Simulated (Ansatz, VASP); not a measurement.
## CdS in VASP and in Ansatz

```
Cd S
1.0
     4.18573    0.00000    0.00000
    -2.09286    3.62494    0.00000
     0.00000    0.00000    5.80668
Cd S
1 1
Direct
  0.00000 0.00000 0.44237
  0.66667 0.33333 0.43463
```

Alike in both runs: functional PBEsol; k mesh 6 × 6 × 4; no spin polarisation.

Ansatz relaxed the structure, and its values are those at the end. VASP's run is a single point on that final structure, the one shown.

|  | VASP | Ansatz |
| --- | --- | --- |
| version | VASP 6.6.1 | Ansatz 0.2.0 |
| potentials or method | VASP PAW PBE potentials, release 64 (Cd, S) | plane waves, PAW |
| plane-wave cutoff (eV) | 520 | 420 |
| occupations | gaussian, width 0.01 eV | fixed |
| valence electrons in the cell | 18 | 26 |

Ansatz gave:

| Item | Value |
| --- | --- |
| pressure (GPa) | 0.0 |

**Question.** What did VASP give for the same quantities?

**Answer.** Pressure (GPa): 0.3.

VASP's potentials were made for PBE, not for PBEsol. VASP's potentials hold 18 valence electrons a cell and Ansatz's 26, so a difference there can come from the potentials and not from the codes.
